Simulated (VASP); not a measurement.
# BN (P6_3/mmc) in VASP: a series of runs

The runs below take BN through single point, with PBE, LDA.

Program: VASP 6.6.1. These are calculated values, not measurements. Logs are shortened: lines on timing, memory, paths and dates and some standing lists are left out, and cuts for length are marked.

**1. The cell of the first run**

Symmetry: P6_3/mmc, No. 194, hexagonal system. The conventional cell has a = 2.491 Å, b = 2.491 Å, c = 4.001 Å, α = 90.00°, β = 90.00°, γ = 120.00°. B (site symmetry -3m) has 6 N at 1.75 Å and 2 B at 2.00 Å within 2.3 Å. Within 2.3 Å of N (site symmetry -6m2) lie 6 B at 1.75 Å.

**2. Single point, PBE**

File INCAR:

```
PREC = Accurate
ENCUT = 520
EDIFF = 1E-6
ISMEAR = 0
SIGMA = 0.01
LREAL = False
LASPH = True
NELM = 80
ALGO = Normal
ISIF = 2
LWAVE = False
LCHARG = False
GGA = PE
NBANDS = 16
```

File KPOINTS:

```
Automatic mesh
0
Gamma
  6 6 4
```

File POSCAR:

```
BN
1.0
    2.4913353509      0.0000000000      0.0000000000
   -1.2456676755      2.1575597032      0.0000000000
    0.0000000000      0.0000000000      4.0010591815
B N
2 2
Direct
    0.0000000000      0.0000000000      0.0000000000
    0.0000000000      0.0000000000      0.5000000000
    0.3333333333      0.6666666667      0.2500000000
    0.6666666667      0.3333333333      0.7500000000
```

Potentials or basis: VASP PAW PBE potentials, release 64 (B, N).

On the command line:

```
> cat potpaw_PBE.64/B/POTCAR potpaw_PBE.64/N/POTCAR > POTCAR
> mpirun -np 1 vasp_std > vasp.out
```

OUTCAR:

```text
PREC = Accurate
   ENCUT = 520
   EDIFF = 1E-6
   ISMEAR = 0
   LREAL = False
   LASPH = True
   NELM = 80
   ISIF = 2
   GGA = PE

 ion  position               nearest neighbor table
   1  0.000  0.000  0.000-   3 1.75   4 1.75   4 1.75   3 1.75   4 1.75   3 1.75   2 2.00   2 2.00

   2  0.000  0.000  0.500-   3 1.75   4 1.75   4 1.75   3 1.75   4 1.75   3 1.75   1 2.00   1 2.00

   3  0.333  0.667  0.250-   1 1.75   2 1.75   1 1.75   2 1.75   1 1.75   2 1.75
   4  0.667  0.333  0.750-   1 1.75   2 1.75   1 1.75   2 1.75   1 1.75   2 1.75

  LATTYP: Found a hexagonal cell.
 ALAT       =     2.4913353509
 C/A-ratio  =     1.6059898079

  Lattice vectors:

 A1 = (   2.4913353509,   0.0000000000,   0.0000000000)
 A2 = (  -1.2456676755,   2.1575597032,   0.0000000000)
 A3 = (   0.0000000000,   0.0000000000,   4.0010591815)

Analysis of symmetry for initial positions (statically):
=====================================================================
 Subroutine PRICEL returns:
 Original cell was already a primitive cell.

 Routine SETGRP: Setting up the symmetry group for a
 hexagonal supercell.

 Subroutine GETGRP returns: Found 24 space group operations
 (whereof 12 operations were pure point group operations)
 out of a pool of 24 trial point group operations.

The static configuration has the point symmetry D_3d.
 The point group associated with its full space group is D_6h.

Analysis of symmetry for dynamics (positions and initial velocities):
=====================================================================
 Subroutine PRICEL returns:
 Original cell was already a primitive cell.

 Routine SETGRP: Setting up the symmetry group for a
 hexagonal supercell.

 Subroutine GETGRP returns: Found 24 space group operations
 (whereof 12 operations were pure point group operations)
 out of a pool of 24 trial point group operations.

The dynamic configuration has the point symmetry D_3d.
 The point group associated with its full space group is D_6h.

 Subroutine INISYM returns: Found 24 space group operations
 (whereof 12 operations are pure point group operations),
 and found     1 'primitive' translations

----------------------------------------------------------------------------------------

                                     Primitive cell

  volume of cell :      21.5065

  direct lattice vectors                    reciprocal lattice vectors
     2.491335351  0.000000000  0.000000000     0.401391165  0.231743297  0.000000000
    -1.245667676  2.157559703  0.000000000     0.000000000  0.463486595  0.000000000
     0.000000000  0.000000000  4.001059181     0.000000000  0.000000000  0.249933819

  length of vectors
     2.491335351  2.491335351  4.001059181     0.463486595  0.463486595  0.249933819

  position of ions in fractional coordinates (direct lattice)
     0.000000000  0.000000000  0.000000000
     0.000000000  0.000000000  0.500000000
     0.333333333  0.666666667  0.250000000
     0.666666667  0.333333333  0.750000000

  ion indices of the primitive-cell ions
   primitive index   ion index
                 1           1
                 2           2
                 3           3
                 4           4

----------------------------------------------------------------------------------------

 KPOINTS: Automatic mesh

Automatic generation of k-mesh.
 Grid dimensions read from file:
 generate k-points for:    6    6    4

 Generating k-lattice:

  Cartesian coordinates                     Fractional coordinates (reciprocal lattice)
     0.066898528  0.038623883  0.000000000     0.166666667 -0.000000000  0.000000000
     0.000000000  0.077247766  0.000000000     0.000000000  0.166666667  0.000000000
     0.000000000  0.000000000  0.062483455     0.000000000  0.000000000  0.250000000

  Length of vectors
     0.077247766  0.077247766  0.062483455

  Shift w.r.t. Gamma in fractional coordinates (k-lattice)
     0.000000000  0.000000000  0.000000000

 Subroutine IBZKPT returns following result:
 ===========================================

 Found     21 irreducible k-points:

 Following reciprocal coordinates:
            Coordinates               Weight
  0.000000  0.000000  0.000000      1.000000
  0.166667 -0.000000  0.000000      6.000000
  0.333333  0.000000  0.000000      6.000000
  0.500000 -0.000000  0.000000      3.000000
  0.166667  0.166667  0.000000      6.000000
  0.333333  0.166667  0.000000     12.000000
[... 13 lines left out ...]
  0.333333  0.166667  0.500000     12.000000
  0.333333  0.333333  0.500000      2.000000
   k-points           NKPTS =     21   k-points in BZ     NKDIM =     21   number of bands    NBANDS=     16
   number of dos      NEDOS =    301   number of ions     NIONS =      4
   total plane-waves  NPLWV =  12000
   dimension x,y,z NGX =    20 NGY =   20 NGZ =   30
   dimension x,y,z NGXF=    40 NGYF=   40 NGZF=   60
   ions per type =               2   2
   NGX,Y,Z   is equivalent  to a cutoff of  13.35, 13.35, 12.47 a.u.
   NGXF,Y,Z  is equivalent  to a cutoff of  26.69, 26.69, 24.93 a.u.
 SYSTEM =  unknown system
   PREC   = accura    normal or accurate (medium, high low for compatibility)
   ISTART =      0    job   : 0-new  1-cont  2-samecut
   ICHARG =      2    charge: 1-file 2-atom 10-const
   ISPIN  =      1    spin polarized calculation?
   LNONCOLLINEAR =      F non collinear calculations
   LSORBIT =      F    spin-orbit coupling
   LASPH  =      T    aspherical Exc in radial PAW
   ENCUT  =  520.0 eV  38.22 Ry    6.18 a.u.   4.63  4.63  7.44*2*pi/ulx,y,z
   NELM   =     80;   NELMIN=  2; NELMDL= -5     # of ELM steps
   EDIFF  = 0.1E-05   stopping-criterion for ELM
   LREAL  =      F    real-space projection
   EDIFFG = 0.1E-04   stopping-criterion for IOM
   NSW    =      0    number of steps for IOM
   IBRION =     -1    ionic relax: 0-MD 1-quasi-New 2-CG
   NFREE  =      0    steps in history (QN), initial steepest desc. (CG)
   ISIF   =      2    stress and relaxation
   ISYM   =      2    0-nonsym 1-usesym 2-fastsym
   POTIM  = 0.5000    time-step for ionic-motion
   TEBEG  =    0.0;   TEEND  =   0.0 temperature during run
   PSTRESS=    0.0 pullay stress
   NELECT =      16.0000    total number of electrons
   NUPDOWN=      -1.0000    fix difference up-down
   EMIN   =  10.00;   EMAX   =-10.00  energy-range for DOS
   EFERMI =   0.00;   METHOD = LEGACY
   ISMEAR =     0;   SIGMA  =   0.01  broadening in eV -4-tet -1-fermi 0-gaus
   EFERMI_NEDOS =   21; number of points for ismear=-14 and -15
   IALGO  =     38    algorithm
   IMIX   =      4    mixing-type and parameters
     AMIX     =   0.40;   BMIX     =  1.00
     AMIX_MAG =   1.60;   BMIX_MAG =  1.00
  volume/ion in A,a.u.               =       5.38        36.28
  Fermi-wavevector in a.u.,A,eV,Ry     =   1.483400  2.803219 29.939272  2.200474
  Thomas-Fermi vector in A             =   2.597066
   LORBIT       =      0    0 simple, 1 ext, 2 COOP (PROOUT), +10 PAW based schemes
   GGA     = PE    functional components
   LHFCALC =     F    Hartree Fock is set to
   AEXX    =    0.0000 exact exchange contribution
   IVDW    =     0    specifies the selected vdW correction
   LEPSILON=     F    determine dielectric tensor
   LRPA    =     F    only Hartree local field effects (RPA)
 non-spin polarized calculation
 Gauss-broadening in eV      SIGMA  =   0.01
  energy-cutoff  :      520.00
  volume of cell :       21.51
 maximum number of plane-waves:       592
 NGX is ok and might be reduce to    20
   NGX =  9   NGY =  9   NGZ = 15

 number of electron      15.9999997 magnetization

 Free energy of the ion-electron system (eV)
  ---------------------------------------------------
  ext. energy  EPLUGINS =         0.00000000
  ---------------------------------------------------
  free energy    TOTEN  =       -27.83241045 eV

  energy without entropy =      -27.83241045  energy(sigma->0) =      -27.83241045

 E-fermi :  10.2721     XC(G=0): -13.6614

 val. band max:       10.1395792779   @ k =   0.1667  -0.0000   0.0000
 cond. band min:      11.7172956408   @ k =   0.3333   0.3333   0.0000
 fundamental gap:      1.5777163629
 Fermi energy:        10.2720545759

 k-point     1 :       0.0000    0.0000    0.0000
  band No.  band energies     occupation
      1     -12.1701      2.00000
      2      -7.0409      2.00000
      3      -2.0619      2.00000
      4       8.6828      2.00000
      5       8.6828      2.00000
      6       9.4638      2.00000
[... 8 lines left out ...]
     15      24.8933      0.00000
     16      25.2633      0.00000

 k-point     2 :       0.1667   -0.0000    0.0000
  band No.  band energies     occupation
      1     -11.4887      2.00000
      2      -6.4183      2.00000
      3      -1.4626      2.00000
      4       4.9649      2.00000
      5       6.8457      2.00000
      6       7.8075      2.00000
[... 8 lines left out ...]
     15      23.5661      0.00000
     16      25.0222      0.00000

 k-point     3 :       0.3333    0.0000    0.0000
  band No.  band energies     occupation
      1      -9.5092      2.00000
      2      -4.9298      2.00000
      3       0.2202      2.00000
      4       0.2305      2.00000
      5       3.8454      2.00000
      6       5.0805      2.00000
[... 8 lines left out ...]
     15      23.1264      0.00000
     16      25.6712      0.00000

 k-point     4 :       0.5000   -0.0000    0.0000
  band No.  band energies     occupation
      1      -7.1831      2.00000
      2      -5.4698      2.00000
      3       0.0362      2.00000
      4       0.2123      2.00000
      5       1.8423      2.00000
      6       4.4351      2.00000
[... 8 lines left out ...]
     15      24.5139      0.00000
     16      25.9042      0.00000
[... 267 lines left out ...]
 k-point    19 :       0.1667    0.1667    0.5000
  band No.  band energies     occupation
      1      -8.4740      2.00000
      2      -8.4740      2.00000
      3       3.0697      2.00000
      4       3.0697      2.00000
      5       4.2195      2.00000
      6       4.2195      2.00000
[... 8 lines left out ...]
     15      23.8998      0.00000
     16      23.8998      0.00000

 k-point    20 :       0.3333    0.1667    0.5000
  band No.  band energies     occupation
      1      -6.2188      2.00000
      2      -6.2188      2.00000
      3      -0.6640      2.00000
      4      -0.6640      2.00000
      5       3.1362      2.00000
      6       3.1362      2.00000
[... 8 lines left out ...]
     15      24.9936      0.00000
     16      24.9936      0.00000

 k-point    21 :       0.3333    0.3333    0.5000
  band No.  band energies     occupation
      1      -4.9443      2.00000
      2      -4.9443      2.00000
      3      -0.4405      2.00000
      4      -0.4405      2.00000
      5       0.1378      2.00000
      6       0.1378      2.00000
[... 8 lines left out ...]
     15      25.9374      0.00000
     16      25.9374      0.00000

------------------------ aborting loop because EDIFF is reached ----------------------------------------

  FORCE on cell =-STRESS in cart. coord.  units (eV):
  Direction    XX          YY          ZZ          XY          YZ          ZX
  --------------------------------------------------------------------------------------
  -------------------------------------------------------------------------------------
  Total        0.5152526      0.5152526      0.7701163     -0.0000000      0.0000000      0.0000000
  in kB       38.3849317     38.3849317     57.3715898     -0.0000000      0.0000000      0.0000000
  external PRESSURE =      44.7138177 kB  Pullay stress =       0.0000000 kB

 VOLUME and BASIS-vectors are now :
 -----------------------------------------------------------------------------
  energy-cutoff  :      520.00
  volume of cell :       21.51
      direct lattice vectors                 reciprocal lattice vectors
     2.491335351  0.000000000  0.000000000     0.401391165  0.231743297  0.000000000
    -1.245667676  2.157559703  0.000000000     0.000000000  0.463486595  0.000000000
     0.000000000  0.000000000  4.001059181     0.000000000  0.000000000  0.249933819

 POSITION                                       TOTAL-FORCE (eV/Angst)
 -----------------------------------------------------------------------------------
      0.00000      0.00000      0.00000        -0.000000      0.000000     -0.000000
      0.00000      0.00000      2.00053        -0.000000      0.000000     -0.000000
     -0.00000      1.43837      1.00026        -0.000000      0.000000      0.000000
      1.24567      0.71919      3.00079         0.000000     -0.000000      0.000000
 -----------------------------------------------------------------------------------
    total drift:                                0.000000     -0.000000      0.000000

  FREE ENERGIE OF THE ION-ELECTRON SYSTEM (eV)
  ---------------------------------------------------
  free  energy   TOTEN  =       -27.8324104475 eV

  energy  without entropy=      -27.8324104475  energy(sigma->0) =      -27.83241045
```

It took 6.5 s on 1 thread of Intel Xeon 8259CL, shared host; peak memory 0.13 GiB.

Results:

| Property | Result |
| --- | --- |
| Free energy | -27.8324 eV |
| Pressure | 4.5 GPa |
| Band gap on the k mesh | 1.58 eV (least direct gap 5.53 eV) |

Caveat: the k points lie up to 0.49 Å⁻¹ apart.

(Part 1 of 2 ends here.)
